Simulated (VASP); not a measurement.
# Al2Au (Cm) in VASP: notebook

Runs on Al2Au. Level: PBEsol. Tasks: single point.

All numbers are computed with VASP 6.6.1; they aren't measurements. Logs are shortened: lines on timing, memory, paths and dates and some standing lists are left out, and cuts for length are marked.

## Step 1: The cell of the first run

It takes space group Cm (No. 8, monoclinic). The conventional cell has a = 7.348 Å, b = 4.243 Å, c = 4.243 Å, α = 90.00°, β = 125.26°, γ = 90.00°. Within 3.4 Å of Al (site symmetry m) lie 4 Au at 2.60 Å and 6 Al at 2.87 to 3.14 Å. Al (site symmetry m) has 4 Au at 2.44 to 2.76 Å and 6 Al at 2.87 to 3.14 Å within 3.2 Å. Au (site symmetry m) has 8 Al at 2.44 to 2.76 Å within 3.2 Å.

## Step 2: Single point, PBEsol

The input, INCAR:

```
PREC = Accurate
ENCUT = 520
EDIFF = 1E-6
ISMEAR = 1
SIGMA = 0.1
LREAL = F
LASPH = T
NELM = 60
ALGO = Normal
ISIF = 2
LWAVE = F
LCHARG = T
GGA = PS
LELF = T
LVHAR = T
NBANDS = 16
```

The input, KPOINTS:

```
Automatic mesh
0
Gamma
  5 5 5
```

The input, POSCAR:

```
Al2Au
1.0
    0.0000000000      3.0000000000      3.0000000000
    3.0000000000      0.0000000000      3.0000000000
    3.0000000000      3.0000000000      0.0000000000
Al Au
2 1
Direct
    0.2500000000      0.2500000000      0.2500000000
    0.7500000000      0.7950000000      0.7500000000
    0.0000000000      0.0000000000      0.0000000000
```

Potentials or basis: VASP PAW PBE potentials, release 64 (Al, Au).

Started as:

```
cat potpaw_PBE.64/Al/POTCAR potpaw_PBE.64/Au/POTCAR > POTCAR
mpirun -np 1 vasp_std > vasp.out
```

OUTCAR:

```text
PREC = Accurate
   ENCUT = 520
   EDIFF = 1E-6
   ISMEAR = 1
   LREAL = F
   LASPH = T
   NELM = 60
   ISIF = 2
   GGA = PS

 ion  position               nearest neighbor table
   1  0.250  0.250  0.250-   3 2.60   3 2.60   3 2.60   3 2.60   2 2.87   2 2.87   2 3.01   2 3.01
                             2 3.14   2 3.14
   2  0.750  0.795  0.750-   3 2.44   3 2.61   3 2.61   3 2.76   1 2.87   1 2.87   1 3.01   1 3.01
                             1 3.14   1 3.14
   3  0.000  0.000  0.000-   2 2.44   1 2.60   1 2.60   1 2.60   1 2.60   2 2.61   2 2.61   2 2.76

  LATTYP: Found a face centered cubic cell.
 ALAT       =     6.0000000000

  Lattice vectors:

 A1 = (   0.0000000000,   3.0000000000,   3.0000000000)
 A2 = (   3.0000000000,   0.0000000000,   3.0000000000)
 A3 = (   3.0000000000,   3.0000000000,   0.0000000000)

Analysis of symmetry for initial positions (statically):
[... 5 lines left out ...]
 face centered cubic supercell.

 Subroutine GETGRP returns: Found  2 space group operations
 (whereof  2 operations were pure point group operations)
 out of a pool of 48 trial point group operations.

The static configuration has the point symmetry C_1h.

Analysis of symmetry for dynamics (positions and initial velocities):
[... 5 lines left out ...]
 face centered cubic supercell.

 Subroutine GETGRP returns: Found  2 space group operations
 (whereof  2 operations were pure point group operations)
 out of a pool of 48 trial point group operations.

The dynamic configuration has the point symmetry C_1h.

 Subroutine INISYM returns: Found  2 space group operations
 (whereof  2 operations are pure point group operations),
 and found     1 'primitive' translations

----------------------------------------------------------------------------------------

                                     Primitive cell

  volume of cell :      54.0000

  direct lattice vectors                    reciprocal lattice vectors
     0.000000000  3.000000000  3.000000000    -0.166666667  0.166666667  0.166666667
     3.000000000  0.000000000  3.000000000     0.166666667 -0.166666667  0.166666667
     3.000000000  3.000000000  0.000000000     0.166666667  0.166666667 -0.166666667

  length of vectors
     4.242640687  4.242640687  4.242640687     0.288675135  0.288675135  0.288675135

  position of ions in fractional coordinates (direct lattice)
     0.250000000  0.250000000  0.250000000
     0.750000000  0.795000000  0.750000000
     0.000000000  0.000000000  0.000000000

  ion indices of the primitive-cell ions
   primitive index   ion index
                 1           1
                 2           2
                 3           3

----------------------------------------------------------------------------------------

 KPOINTS: Automatic mesh

Automatic generation of k-mesh.
 Grid dimensions read from file:
 generate k-points for:    5    5    5

 Generating k-lattice:

  Cartesian coordinates                     Fractional coordinates (reciprocal lattice)
    -0.033333333  0.033333333  0.033333333     0.200000000  0.000000000  0.000000000
     0.033333333 -0.033333333  0.033333333     0.000000000  0.200000000  0.000000000
     0.033333333  0.033333333 -0.033333333     0.000000000  0.000000000  0.200000000

  Length of vectors
     0.057735027  0.057735027  0.057735027

  Shift w.r.t. Gamma in fractional coordinates (k-lattice)
     0.000000000  0.000000000  0.000000000

 Subroutine IBZKPT returns following result:
 ===========================================

 Found     39 irreducible k-points:

 Following reciprocal coordinates:
            Coordinates               Weight
  0.000000  0.000000  0.000000      1.000000
  0.200000  0.000000  0.000000      4.000000
  0.000000  0.200000  0.000000      2.000000
  0.200000  0.200000  0.200000      2.000000
  0.400000  0.000000  0.000000      4.000000
  0.000000  0.400000  0.000000      2.000000
[... 16 lines left out ...]
 -0.200000  0.400000 -0.200000      2.000000
 -0.200000  0.200000  0.000000      4.000000
 [... further k-points ...]
   k-points           NKPTS =     39   k-points in BZ     NKDIM =     39   number of bands    NBANDS=     16
   number of dos      NEDOS =    301   number of ions     NIONS =      3
   total plane-waves  NPLWV =  32768
   dimension x,y,z NGX =    32 NGY =   32 NGZ =   32
   dimension x,y,z NGXF=    64 NGYF=   64 NGZF=   64
   ions per type =               2   1
   NGX,Y,Z   is equivalent  to a cutoff of  12.54, 12.54, 12.54 a.u.
   NGXF,Y,Z  is equivalent  to a cutoff of  25.08, 25.08, 25.08 a.u.
 SYSTEM =  unknown system
   PREC   = accura    normal or accurate (medium, high low for compatibility)
   ISTART =      0    job   : 0-new  1-cont  2-samecut
   ICHARG =      2    charge: 1-file 2-atom 10-const
   ISPIN  =      1    spin polarized calculation?
   LNONCOLLINEAR =      F non collinear calculations
   LSORBIT =      F    spin-orbit coupling
   LASPH  =      T    aspherical Exc in radial PAW
   ENCUT  =  520.0 eV  38.22 Ry    6.18 a.u.   7.89  7.89  7.89*2*pi/ulx,y,z
   NELM   =     60;   NELMIN=  2; NELMDL= -5     # of ELM steps
   EDIFF  = 0.1E-05   stopping-criterion for ELM
   LREAL  =      F    real-space projection
   EDIFFG = 0.1E-04   stopping-criterion for IOM
   NSW    =      0    number of steps for IOM
   IBRION =     -1    ionic relax: 0-MD 1-quasi-New 2-CG
   NFREE  =      0    steps in history (QN), initial steepest desc. (CG)
   ISIF   =      2    stress and relaxation
   ISYM   =      2    0-nonsym 1-usesym 2-fastsym
   POTIM  = 0.5000    time-step for ionic-motion
   TEBEG  =    0.0;   TEEND  =   0.0 temperature during run
   PSTRESS=    0.0 pullay stress
   NELECT =      17.0000    total number of electrons
   NUPDOWN=      -1.0000    fix difference up-down
   EMIN   =  10.00;   EMAX   =-10.00  energy-range for DOS
   EFERMI =   0.00;   METHOD = LEGACY
   ISMEAR =     1;   SIGMA  =   0.10  broadening in eV -4-tet -1-fermi 0-gaus
   EFERMI_NEDOS =   21; number of points for ismear=-14 and -15
   IALGO  =     38    algorithm
   IMIX   =      4    mixing-type and parameters
     AMIX     =   0.40;   BMIX     =  1.00
     AMIX_MAG =   1.60;   BMIX_MAG =  1.00
  volume/ion in A,a.u.               =      18.00       121.47
  Fermi-wavevector in a.u.,A,eV,Ry     =   1.113679  2.104547 16.875035  1.240280
  Thomas-Fermi vector in A             =   2.250266
   LORBIT       =      0    0 simple, 1 ext, 2 COOP (PROOUT), +10 PAW based schemes
   GGA     = PS    functional components
   LHFCALC =     F    Hartree Fock is set to
   AEXX    =    0.0000 exact exchange contribution
   IVDW    =     0    specifies the selected vdW correction
   LEPSILON=     F    determine dielectric tensor
   LRPA    =     F    only Hartree local field effects (RPA)
 non-spin polarized calculation
 Methfessel and Paxton  Order N= 1 SIGMA  =   0.10
  energy-cutoff  :      520.00
  volume of cell :       54.00
 maximum number of plane-waves:      1470
   NGX = 15   NGY = 15   NGZ = 15

 number of electron      17.0000001 magnetization

 Free energy of the ion-electron system (eV)
  ---------------------------------------------------
  ext. energy  EPLUGINS =         0.00000000
  ---------------------------------------------------
  free energy    TOTEN  =       -13.39510630 eV

  energy without entropy =      -13.39420921  energy(sigma->0) =      -13.39480727

 E-fermi :   7.5691     XC(G=0): -10.6333

 val. band max:        7.5639364413   @ k =   0.2000   0.2000   0.0000
 cond. band min:       7.8904740393   @ k =   0.2000   0.0000   0.2000
 fundamental gap:      0.3265375980
 Fermi energy:         7.5690670000

 k-point     1 :       0.0000    0.0000    0.0000
  band No.  band energies     occupation
      1      -2.8948      2.00000
      2       0.9696      2.00000
      3       1.0473      2.00000
      4       1.1745      2.00000
      5       2.0254      2.00000
      6       2.0451      2.00000
[... 8 lines left out ...]
     15      13.4300      0.00000
     16      13.7766      0.00000

 k-point     2 :       0.2000    0.0000    0.0000
  band No.  band energies     occupation
      1      -2.3828      2.00000
      2       0.9046      2.00000
      3       1.1267      2.00000
      4       1.2421      2.00000
      5       2.0055      2.00000
      6       2.0420      2.00000
[... 8 lines left out ...]
     15      13.5629      0.00000
     16      13.6881      0.00000

 k-point     3 :       0.0000    0.2000    0.0000
  band No.  band energies     occupation
      1      -2.4125      2.00000
      2       1.0177      2.00000
      3       1.1075      2.00000
      4       1.1154      2.00000
      5       2.0246      2.00000
      6       2.0648      2.00000
[... 8 lines left out ...]
     15      13.5728      0.00000
     16      13.7138      0.00000

 k-point     4 :       0.2000    0.2000    0.2000
  band No.  band energies     occupation
      1      -2.3545      2.00000
      2       0.8153      2.00000
      3       1.2059      2.00000
      4       1.3012      2.00000
      5       1.9953      2.00000
      6       2.0009      2.00000
[... 8 lines left out ...]
     15      13.3888      0.00000
     16      13.7980      0.00000

 k-point     5 :       0.4000    0.0000    0.0000
  band No.  band energies     occupation
      1      -1.1632      2.00000
      2       0.9261      2.00000
      3       1.2938      2.00000
      4       1.3132      2.00000
      5       2.0564      2.00000
      6       2.1679      2.00000
[... 8 lines left out ...]
     15      15.8740      0.00000
     16      16.1346      0.00000

 k-point     6 :       0.0000    0.4000    0.0000
  band No.  band energies     occupation
      1      -1.3245      2.00000
      2       1.1328      2.00000
      3       1.1690      2.00000
      4       1.2163      2.00000
      5       2.1192      2.00000
      6       2.1968      2.00000
[... 8 lines left out ...]
     15      15.7498      0.00000
     16      16.1382      0.00000

 k-point     7 :       0.4000    0.4000    0.4000
  band No.  band energies     occupation
      1      -0.9840      2.00000
      2       0.7352      2.00000
      3       1.4174      2.00000
      4       1.4262      2.00000
      5       2.0342      2.00000
      6       2.0815      2.00000
[... 8 lines left out ...]
     15      15.9599      0.00000
     16      16.0880      0.00000

 k-point     8 :       0.2000    0.2000    0.0000
  band No.  band energies     occupation
      1      -2.2027      2.00000
      2       0.7950      2.00000
      3       1.2036      2.00000
      4       1.3562      2.00000
      5       1.8576      2.00000
      6       2.1317      2.00000
[... 8 lines left out ...]
     15      15.0017      0.00000
     16      15.1527      0.00000

 k-point     9 :       0.2000    0.0000    0.2000
  band No.  band energies     occupation
      1      -2.1988      2.00000
      2       0.8007      2.00000
      3       1.2589      2.00000
      4       1.2861      2.00000
      5       1.8481      2.00000
      6       2.1456      2.00000
[... 8 lines left out ...]
     15      14.9198      0.00000
     16      15.0376      0.00000
[... 172 lines left out ...]
 k-point    19 :       0.2000    0.0000   -0.4000
  band No.  band energies     occupation
      1      -0.4486      2.00000
      2       0.8176      2.00000
      3       1.3851      2.00000
      4       1.5387      2.00000
      5       1.9995      2.00000
      6       2.1127      2.00000
[... 8 lines left out ...]
     15      15.9636      0.00000
     16      16.1578      0.00000

 k-point    20 :       0.2000    0.2000   -0.4000
  band No.  band energies     occupation
      1      -0.4045      2.00000
      2       0.7853      2.00000
      3       1.4585      2.00000
      4       1.5169      2.00000
      5       1.9343      2.00000
      6       2.1190      2.00000
[... 8 lines left out ...]
     15      15.8498      0.00000
     16      16.3526      0.00000

 k-point    21 :      -0.4000    0.4000   -0.4000
  band No.  band energies     occupation
      1      -0.2546      2.00000
      2       0.7380      2.00000
      3       1.4552      2.00000
      4       1.5933      2.00000
      5       1.8905      2.00000
      6       2.0020      2.00000
[... 8 lines left out ...]
     15      15.8175      0.00000
     16      16.0546      0.00000

 k-point    22 :      -0.4000   -0.4000    0.4000
  band No.  band energies     occupation
      1      -0.1976      2.00000
      2       0.7226      2.00000
      3       1.4817      2.00000
      4       1.6167      2.00000
      5       1.7634      2.00000
      6       2.0297      2.00000
[... 8 lines left out ...]
     15      15.8686      0.00000
     16      16.2562      0.00000

 k-point    23 :      -0.2000    0.4000   -0.2000
  band No.  band energies     occupation
      1      -0.6159      2.00000
      2       0.8400      2.00000
      3       1.3833      2.00000
      4       1.4551      2.00000
      5       2.1526      2.00000
      6       2.1787      2.00000
[... 8 lines left out ...]
     15      15.7594      0.00000
     16      16.4839      0.00000

 k-point    24 :      -0.2000    0.2000    0.0000
  band No.  band energies     occupation
      1      -1.6351      2.00000
      2       0.8101      2.00000
      3       1.2525      2.00000
      4       1.2837      2.00000
      5       1.9222      2.00000
      6       2.2313      2.00000
[... 8 lines left out ...]
     15      15.0265      0.00000
     16      16.5335      0.00000

 [... further k-points ...]
[... 5 lines left out ...]
  --------------------------------------------------------------------------------------
  -------------------------------------------------------------------------------------
  Total        0.3104194      0.3488970      0.3104194      0.9242610      0.9242610      0.3248428
  in kB        9.2101274     10.3517558      9.2101274     27.4227787     27.4227787      9.6380696
  external PRESSURE =       9.5906702 kB  Pullay stress =       0.0000000 kB

 VOLUME and BASIS-vectors are now :
 -----------------------------------------------------------------------------
  energy-cutoff  :      520.00
  volume of cell :       54.00
      direct lattice vectors                 reciprocal lattice vectors
     0.000000000  3.000000000  3.000000000    -0.166666667  0.166666667  0.166666667
     3.000000000  0.000000000  3.000000000     0.166666667 -0.166666667  0.166666667
     3.000000000  3.000000000  0.000000000     0.166666667  0.166666667 -0.166666667

 POSITION                                       TOTAL-FORCE (eV/Angst)
 -----------------------------------------------------------------------------------
      1.50000      1.50000      1.50000         0.256116     -0.026585      0.256116
      4.63500      4.50000      4.63500        -0.837810     -0.242254     -0.837810
      0.00000      0.00000      0.00000         0.581694      0.268838      0.581694
 -----------------------------------------------------------------------------------
    total drift:                                0.000214      0.000008      0.000214

  FREE ENERGIE OF THE ION-ELECTRON SYSTEM (eV)
  ---------------------------------------------------
  free  energy   TOTEN  =       -13.3951063043 eV

  energy  without entropy=      -13.3942092089  energy(sigma->0) =      -13.39480727
```

It took 31 s on 1 thread of AMD EPYC 7R43 (Zen 3), shared host; peak memory 0.15 GiB.

What came out:

```
Free energy   : -13.3951 eV
Pressure      : 1.0 GPa
Largest force : 1.209 eV/Å
```

Forces on the atoms (eV/Å):
```
Al   0.256 -0.027  0.256
Al  -0.838 -0.242 -0.838
Au   0.582  0.269  0.582
```

Levels at points of the mesh, in eV from the Fermi level:
| k point | band 7 | band 8 | band 9 | band 10 | band 11 | band 12 |
| --- | --- | --- | --- | --- | --- | --- |
| (0.00, 0.00, 0.00) | 2.36 | 2.74 | 3.03 | 3.17 | 3.99 | 4.09 |

Caveat: the k points lie up to 0.36 Å⁻¹ apart; the PAW data sets were made with another functional, which shifts forces and pressure a little; spin-orbit coupling is left out, which moves the levels of the heavy elements.

## Step 3: Single point, PBEsol

The input, INCAR:

```
SYSTEM = Al2Au
ALGO = Normal
EDIFF = 1E-6
ENCUT = 520
GGA = PS
ISIF = 2
ISMEAR = 1
LASPH = .True.
LCHARG = .False.
LREAL = .False.
LWAVE = .False.
NBANDS = 16
NELM = 60
PREC = Accurate
SIGMA = 0.1
```

The input, KPOINTS:

```
k-points
0
Gamma
  5 5 5
  0 0 0
```

Changes to POSCAR since step 2:

```diff
@@ -9,3 +9,3 @@
     0.2500000000      0.2500000000      0.2500000000
-    0.7500000000      0.7950000000      0.7500000000
+    0.7500000000      0.8100000000      0.7500000000
     0.0000000000      0.0000000000      0.0000000000
```

Potentials or basis: VASP PAW PBE potentials, release 64 (Al, Au).

Started as:

```
cat potpaw_PBE.64/Al/POTCAR potpaw_PBE.64/Au/POTCAR > POTCAR
mpirun -np 1 vasp_std > vasp.out
```

Wall time 31 s (1 thread of AMD EPYC 7R43 (Zen 3), shared host); peak memory 0.15 GiB.

The run converged. Its results:

```
Free energy   : -13.3072 eV
Pressure      : 1.9 GPa
Largest force : 1.663 eV/Å
```

Forces in eV/Å, atoms in the order of the input:
```
Al   0.328 -0.029  0.328
Al  -1.130 -0.457 -1.130
Au   0.803  0.486  0.803
```

Stress tensor (GPa, compression positive):
```
1.86 3.89 1.45
3.89 1.86 3.89
1.45 3.89 1.86
```

Levels at points of the mesh, in eV from the Fermi level:
| k point | band 5 | band 6 | band 7 | band 8 | band 9 | band 10 | band 11 | band 12 | band 13 | band 14 |
| --- | --- | --- | --- | --- | --- | --- | --- | --- | --- | --- |
| (0.00, 0.00, 0.00) | -5.57 | -5.54 | 2.31 | 2.62 | 3.01 | 3.13 | 3.92 | 4.12 | 4.14 | 5.65 |

Caveat: the k points lie up to 0.36 Å⁻¹ apart; the PAW data sets were made with another functional, which shifts forces and pressure a little; spin-orbit coupling is left out, which moves the levels of the heavy elements.
